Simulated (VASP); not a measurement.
# Co (P6_3/mmc) in VASP: further runs

The runs below take Co through single point, with r2SCAN.

Everything below comes from runs of VASP 6.6.1. Logs are shortened: lines on timing, memory, paths and dates and some standing lists are left out, and cuts for length are marked.

## 1. The cell of the first run

The structure is hexagonal, space group P6_3/mmc (No. 194). The conventional cell has a = 2.472 Å, b = 2.472 Å, c = 4.027 Å, α = 90.00°, β = 90.00°, γ = 120.00°. Within 3.3 Å of Co (site symmetry -6m2) lie 12 Co at 2.47 Å.

## 2. Single point, r2SCAN, collinear spin, ferromagnetic start

File POSCAR:

```
Co
1.0
    2.4715232260      0.0000000000      0.0000000000
   -1.2357616130      2.1404018997      0.0000000000
    0.0000000000      0.0000000000      4.0271144694
Co
2
Direct
    0.3333333333      0.6666666667      0.2500000000
    0.6666666667      0.3333333333      0.7500000000
```

File INCAR.step1:

```
SYSTEM = Co
PREC = Accurate ; ENCUT = 520
ISMEAR = 1 ; SIGMA = 0.01
LREAL = .False. ; LASPH = .True.
NELM = 150 ; ISPIN = 2
MAGMOM = 1.891 1.891 ; LMAXMIX = 4
NBANDS = 20 ; GGA = PE
ALGO = Normal ; EDIFF = 1E-4
LWAVE = .True. ; LCHARG = .False.
```

File INCAR.step2:

```
SYSTEM = Co
PREC = Accurate ; ENCUT = 520
EDIFF = 1E-7 ; ISMEAR = 1
SIGMA = 0.01 ; LREAL = .False.
LASPH = .True. ; NELM = 150
ALGO = Normal ; ISIF = 2
LWAVE = .False. ; LCHARG = .False.
ISPIN = 2 ; MAGMOM = 1.891 1.891
LORBIT = 11 ; LMAXMIX = 4
METAGGA = R2SCAN ; LMIXTAU = .True.
NBANDS = 20 ; ISTART = 1
```

File KPOINTS:

```
Automatic mesh
0
Gamma
  15 15 8
  0 0 0
```

Potentials or basis: VASP PAW PBE potentials, release 64 (Co).

Launch:

```bash
cat potpaw_PBE.64/Co/POTCAR > POTCAR
cp INCAR.step1 INCAR
mpirun -np 1 vasp_std > vasp.out
cp INCAR.step2 INCAR
mpirun -np 1 vasp_std > vasp.out
```

OUTCAR:

```text
SYSTEM = Co
   PREC = Accurate
   ENCUT = 520
   EDIFF = 1E-7
   ISMEAR = 1
   LREAL = .False.
   LASPH = .True.
   NELM = 150
   ISIF = 2
   ISPIN = 2
   LORBIT = 11
   METAGGA = R2SCAN
   ISTART = 1

 ion  position               nearest neighbor table
   1  0.333  0.667  0.250-   2 2.47   2 2.47   2 2.47   2 2.47   2 2.47   2 2.47
   2  0.667  0.333  0.750-   1 2.47   1 2.47   1 2.47   1 2.47   1 2.47   1 2.47

  LATTYP: Found a hexagonal cell.
 ALAT       =     2.4715232260
 C/A-ratio  =     1.6294058769

  Lattice vectors:

 A1 = (   2.4715232260,   0.0000000000,   0.0000000000)
 A2 = (  -1.2357616130,   2.1404018997,   0.0000000000)
 A3 = (   0.0000000000,   0.0000000000,   4.0271144694)

Analysis of symmetry for initial positions (statically):
=====================================================================
 Subroutine PRICEL returns:
 Original cell was already a primitive cell.

 Routine SETGRP: Setting up the symmetry group for a
 hexagonal supercell.

 Subroutine GETGRP returns: Found 24 space group operations
 (whereof 12 operations were pure point group operations)
 out of a pool of 24 trial point group operations.

The static configuration has the point symmetry D_3d.
 The point group associated with its full space group is D_6h.

Analysis of symmetry for dynamics (positions and initial velocities):
=====================================================================
 Subroutine PRICEL returns:
 Original cell was already a primitive cell.

 Routine SETGRP: Setting up the symmetry group for a
 hexagonal supercell.

 Subroutine GETGRP returns: Found 24 space group operations
 (whereof 12 operations were pure point group operations)
 out of a pool of 24 trial point group operations.

The dynamic configuration has the point symmetry D_3d.
 The point group associated with its full space group is D_6h.

Analysis of structural, dynamic, and magnetic symmetry:
=====================================================================
 Subroutine PRICEL returns:
 Original cell was already a primitive cell.

 Routine SETGRP: Setting up the symmetry group for a
 hexagonal supercell.

 Subroutine GETGRP returns: Found 24 space group operations
 (whereof 12 operations were pure point group operations)
 out of a pool of 24 trial point group operations.

The overall configuration has the point symmetry D_3d.
 The point group associated with its full space group is D_6h.

 Subroutine INISYM returns: Found 24 space group operations
 (whereof 12 operations are pure point group operations),
 and found     1 'primitive' translations

----------------------------------------------------------------------------------------

                                     Primitive cell

  volume of cell :      21.3036

  direct lattice vectors                    reciprocal lattice vectors
     2.471523226  0.000000000  0.000000000     0.404608781  0.233600989  0.000000000
    -1.235761613  2.140401900  0.000000000     0.000000000  0.467201977  0.000000000
     0.000000000  0.000000000  4.027114469     0.000000000  0.000000000  0.248316756

  length of vectors
     2.471523226  2.471523226  4.027114469     0.467201977  0.467201977  0.248316756

  position of ions in fractional coordinates (direct lattice)
     0.333333333  0.666666667  0.250000000
     0.666666667  0.333333333  0.750000000

  ion indices of the primitive-cell ions
   primitive index   ion index
                 1           1
                 2           2

----------------------------------------------------------------------------------------

 KPOINTS: Automatic mesh

Automatic generation of k-mesh.
 Grid dimensions read from file:
 generate k-points for:   15   15    8

 Generating k-lattice:

  Cartesian coordinates                     Fractional coordinates (reciprocal lattice)
     0.026973919  0.015573399  0.000000000     0.066666667  0.000000000  0.000000000
     0.000000000  0.031146798  0.000000000     0.000000000  0.066666667  0.000000000
     0.000000000  0.000000000  0.031039594     0.000000000  0.000000000  0.125000000

  Length of vectors
     0.031146798  0.031146798  0.031039594

  Shift w.r.t. Gamma in fractional coordinates (k-lattice)
     0.000000000  0.000000000  0.000000000

 Subroutine IBZKPT returns following result:
 ===========================================

 Found    135 irreducible k-points:

 Following reciprocal coordinates:
            Coordinates               Weight
  0.000000  0.000000  0.000000      1.000000
  0.066667 -0.000000  0.000000      6.000000
  0.133333 -0.000000  0.000000      6.000000
  0.200000  0.000000  0.000000      6.000000
  0.266667 -0.000000  0.000000      6.000000
  0.333333 -0.000000  0.000000      6.000000
[... 16 lines left out ...]
  0.333333  0.200000  0.000000     12.000000
  0.400000  0.200000  0.000000      6.000000
 [... further k-points ...]
   k-points           NKPTS =    135   k-points in BZ     NKDIM =    135   number of bands    NBANDS=     20
   number of dos      NEDOS =    301   number of ions     NIONS =      2
   total plane-waves  NPLWV =   9720
   dimension x,y,z NGX =    18 NGY =   18 NGZ =   30
   dimension x,y,z NGXF=    36 NGYF=   36 NGZF=   60
   ions per type =               2
   NGX,Y,Z   is equivalent  to a cutoff of  12.11, 12.11, 12.38 a.u.
   NGXF,Y,Z  is equivalent  to a cutoff of  24.22, 24.22, 24.77 a.u.
 SYSTEM =  Co
   PREC   = accura    normal or accurate (medium, high low for compatibility)
   ISTART =      1    job   : 0-new  1-cont  2-samecut
   ICHARG =      0    charge: 1-file 2-atom 10-const
   ISPIN  =      2    spin polarized calculation?
   LNONCOLLINEAR =      F non collinear calculations
   LSORBIT =      F    spin-orbit coupling
   LASPH  =      T    aspherical Exc in radial PAW
   ENCUT  =  520.0 eV  38.22 Ry    6.18 a.u.   4.60  4.60  7.49*2*pi/ulx,y,z
   NELM   =    150;   NELMIN=  2; NELMDL=  0     # of ELM steps
   EDIFF  = 0.1E-06   stopping-criterion for ELM
   LREAL  =      F    real-space projection
   EDIFFG = 0.1E-05   stopping-criterion for IOM
   NSW    =      0    number of steps for IOM
   IBRION =     -1    ionic relax: 0-MD 1-quasi-New 2-CG
   NFREE  =      0    steps in history (QN), initial steepest desc. (CG)
   ISIF   =      2    stress and relaxation
   ISYM   =      2    0-nonsym 1-usesym 2-fastsym
   POTIM  = 0.5000    time-step for ionic-motion
   TEBEG  =    0.0;   TEEND  =   0.0 temperature during run
   PSTRESS=    0.0 pullay stress
   NELECT =      18.0000    total number of electrons
   NUPDOWN=      -1.0000    fix difference up-down
   EMIN   =  10.00;   EMAX   =-10.00  energy-range for DOS
   EFERMI =   0.00;   METHOD = LEGACY
   ISMEAR =     1;   SIGMA  =   0.01  broadening in eV -4-tet -1-fermi 0-gaus
   EFERMI_NEDOS =   21; number of points for ismear=-14 and -15
   IALGO  =     38    algorithm
   IMIX   =      4    mixing-type and parameters
     AMIX     =   0.40;   BMIX     =  1.00
     AMIX_MAG =   1.60;   BMIX_MAG =  1.00
  volume/ion in A,a.u.               =      10.65        71.88
  Fermi-wavevector in a.u.,A,eV,Ry     =   1.547679  2.924690 32.590191  2.395312
  Thomas-Fermi vector in A             =   2.652738
   LORBIT       =     11    0 simple, 1 ext, 2 COOP (PROOUT), +10 PAW based schemes
   METAGGA = R2SCAN    functional components
   LHFCALC =     F    Hartree Fock is set to
   AEXX    =    0.0000 exact exchange contribution
   IVDW    =     0    specifies the selected vdW correction
   LEPSILON=     F    determine dielectric tensor
   LRPA    =     F    only Hartree local field effects (RPA)
 spin polarized calculation
 Methfessel and Paxton  Order N= 1 SIGMA  =   0.01
  energy-cutoff  :      520.00
  volume of cell :       21.30
 maximum number of plane-waves:       588
   NGX =  9   NGY =  9   NGZ = 15

 number of electron      17.9999991 magnetization       3.3710943

 Free energy of the ion-electron system (eV)
  ---------------------------------------------------
  ext. energy  EPLUGINS =         0.00000000
  ---------------------------------------------------
  free energy    TOTEN  =       -26.40953777 eV

  energy without entropy =      -26.40954046  energy(sigma->0) =      -26.40953867

 E-fermi :  10.6020     XC(G=0): -14.8000

 val. band max:       10.6003431772   @ k =   0.2000   0.0000   0.1250
 cond. band min:      10.6070176547   @ k =   0.3333  -0.0000   0.5000
 fundamental gap:      0.0066744775
 Fermi energy:        10.6020032261

 spin component 1

 k-point     1 :       0.0000    0.0000    0.0000
  band No.  band energies     occupation
      1       1.1509      1.00000
      2       4.7712      1.00000
      3       7.2005      1.00000
      4       7.2543      1.00000
      5       7.2545      1.00000
      6       7.5590      1.00000
[... 12 lines left out ...]
     19      37.5918      0.00000
     20      37.5919      0.00000

 k-point     2 :       0.0667   -0.0000    0.0000
  band No.  band energies     occupation
      1       1.3153      1.00000
      2       4.8671      1.00000
      3       7.0582      1.00000
      4       7.3296      1.00000
      5       7.3778      1.00000
      6       7.5250      1.00000
[... 12 lines left out ...]
     19      39.4774      0.00000
     20      39.8336      0.00000
[... 465 lines left out ...]
      3       5.6677      1.00000
      4       6.6021      1.00000
      5       6.9155      1.00000
      6       7.2670      1.00000
[... 12 lines left out ...]
     19      30.9673      0.00000
     20      40.4877      0.00000

 k-point    24 :       0.4000    0.2000    0.0000
  band No.  band energies     occupation
      1       5.4622      1.00000
      2       5.6096      1.00000
      3       5.7109      1.00000
      4       6.7608      1.00000
      5       6.9423      1.00000
      6       7.1800      1.00000
[... 12 lines left out ...]
     19      30.7932      0.00000
     20      40.4055      0.00000

 [... further k-points ...]

 spin component 2

 k-point     1 :       0.0000    0.0000    0.0000
  band No.  band energies     occupation
      1       0.5280      1.00000
      2       5.8806      1.00000
      3       9.5497      1.00000
      4       9.6538      1.00000
      5       9.6538      1.00000
      6       9.7103      1.00000
[... 12 lines left out ...]
     19      38.2550      0.00000
     20      38.2550      0.00000

 k-point     2 :       0.0667   -0.0000    0.0000
  band No.  band energies     occupation
      1       0.6963      1.00000
      2       5.9992      1.00000
      3       9.3764      1.00000
      4       9.3826      1.00000
      5       9.7411      1.00000
      6       9.7862      1.00000
[... 12 lines left out ...]
     19      40.0372      0.00000
     20      40.2197      0.00000
[... 465 lines left out ...]
      3       7.2816      1.00000
      4       7.7644      1.00000
      5       9.1824      1.00000
      6       9.4864      1.00000
[... 12 lines left out ...]
     19      31.6552      0.00000
     20      41.4516      0.00000

 k-point    24 :       0.4000    0.2000    0.0000
  band No.  band energies     occupation
      1       6.8140      1.00000
      2       7.1774      1.00000
      3       7.2635      1.00000
      4       7.7643      1.00000
      5       9.2452      1.00000
      6       9.3296      1.00000
[... 12 lines left out ...]
     19      31.4775      0.00000
     20      41.3718      0.00000

 [... further k-points ...]
[... 5 lines left out ...]
  --------------------------------------------------------------------------------------
  -------------------------------------------------------------------------------------
  Total       -0.2658225     -0.2658225     -0.2105641      0.0000000     -0.0000000      0.0000000
  in kB      -19.9916338    -19.9916338    -15.8358357      0.0000000     -0.0000000      0.0000000
  external PRESSURE =     -18.6063677 kB  Pullay stress =       0.0000000 kB

 VOLUME and BASIS-vectors are now :
 -----------------------------------------------------------------------------
  energy-cutoff  :      520.00
  volume of cell :       21.30
      direct lattice vectors                 reciprocal lattice vectors
     2.471523226  0.000000000  0.000000000     0.404608781  0.233600989  0.000000000
    -1.235761613  2.140401900  0.000000000     0.000000000  0.467201977  0.000000000
     0.000000000  0.000000000  4.027114469     0.000000000  0.000000000  0.248316756

 POSITION                                       TOTAL-FORCE (eV/Angst)
 -----------------------------------------------------------------------------------
     -0.00000      1.42693      1.00678         0.000000     -0.000000      0.000000
      1.23576      0.71347      3.02034        -0.000000      0.000000     -0.000000
 -----------------------------------------------------------------------------------
    total drift:                                0.000000     -0.000000     -0.000000

  FREE ENERGIE OF THE ION-ELECTRON SYSTEM (eV)
  ---------------------------------------------------
  free  energy   TOTEN  =       -26.4095377681 eV

  energy  without entropy=      -26.4095404606  energy(sigma->0) =      -26.40953867

 total charge

# of ion       s       p       d       tot
------------------------------------------
    1        0.515   0.573   7.244   8.333
    2        0.515   0.573   7.244   8.333
--------------------------------------------------
tot          1.031   1.147  14.489  16.666

 magnetization (x)

# of ion       s       p       d       tot
------------------------------------------
    1       -0.016  -0.093   1.859   1.750
    2       -0.016  -0.093   1.859   1.750
--------------------------------------------------
tot         -0.031  -0.187   3.718   3.500
```

Run time: 5.3 min. Hardware: 1 thread of Intel Xeon Platinum 8375C at 2.90GHz (Ice Lake), shared host; peak memory 0.2 GiB.

What came out:

| Property | Result |
| --- | --- |
| Free energy | -26.4095 eV |
| Pressure | -1.9 GPa |
| Net moment | 3.37 μB per cell |
| Site moments | Co +1.75 μB |
| Valence electrons inside the program's atomic spheres | Co 8.33 |

Stress tensor (GPa, compression positive):
```
-2.00  0.00  0.00
 0.00 -2.00  0.00
 0.00  0.00 -1.58
```

Caveat: the PAW data sets were made with another functional, which shifts forces and pressure a little.

## 3. Single point, r2SCAN, collinear spin, ferromagnetic start

POSCAR is that of step 2.

File INCAR.step1:

```
PREC = Accurate ; ENCUT = 520
ISMEAR = 1 ; SIGMA = 0.1
LREAL = F ; LASPH = T
NELM = 150 ; ISPIN = 2
MAGMOM = 1.891 1.891 ; LMAXMIX = 4
NBANDS = 20 ; GGA = PE
ALGO = Normal ; EDIFF = 1E-4
LWAVE = T ; LCHARG = F
```

File INCAR.step2:

```
PREC = Accurate ; ENCUT = 520
EDIFF = 1E-6 ; ISMEAR = 1
SIGMA = 0.1 ; LREAL = F
LASPH = T ; NELM = 150
ALGO = Normal ; ISIF = 2
LWAVE = F ; LCHARG = F
ISPIN = 2 ; MAGMOM = 1.891 1.891
LORBIT = 11 ; LMAXMIX = 4
METAGGA = R2SCAN ; LMIXTAU = T
NBANDS = 20 ; ISTART = 1
```

File KPOINTS:

```
Automatic mesh
0
Gamma
  15 15 8
```

Potentials or basis: VASP PAW PBE potentials, release 64 (Co).

Launch:

```bash
cat potpaw_PBE.64/Co/POTCAR > POTCAR
cp INCAR.step1 INCAR
mpirun -np 1 vasp_std > vasp.out
cp INCAR.step2 INCAR
mpirun -np 1 vasp_std > vasp.out
```

It took 4.5 min on 1 thread of Intel Xeon Platinum 8375C at 2.90GHz (Ice Lake), shared host; peak memory 0.2 GiB.

Results (log left out):

```yaml
Free_energy: -26.4095 eV
Pressure: -1.9 GPa
Net_moment: 3.38 μB per cell
Site_moments: Co +1.75 μB
Valence_electrons_inside_the_program's_atomic_spheres: Co 8.33
```

Levels at points of the mesh, in eV from the Fermi level:
Spin up:
| k point | band 7 | band 8 | band 9 | band 10 | band 11 | band 12 | band 13 | band 14 | band 15 | band 16 |
| --- | --- | --- | --- | --- | --- | --- | --- | --- | --- | --- |
| (0.00, 0.00, 0.00) | -3.04 | -2.68 | -2.68 | -1.59 | -1.59 | -0.32 | 6.25 | 22.96 | 25.76 | 25.76 |
| (0.00, 0.00, 0.50) | -3.41 | -3.41 | -1.90 | -1.90 | -1.90 | -1.90 | 15.31 | 15.31 | 23.74 | 23.74 |
Spin down:
```
           k point  band 4  band 5  band 6  band 7  band 8  band 9  band 10  band 11
(0.00, 0.00, 0.00)   -0.94   -0.94   -0.89   -0.55   -0.55   -0.01    -0.01     1.27
(0.00, 0.00, 0.50)   -1.72   -0.99   -0.99   -0.99   -0.99    0.90     0.90     0.90
```

Caveat: the PAW data sets were made with another functional, which shifts forces and pressure a little.

(Continued in part 2 of 2.)
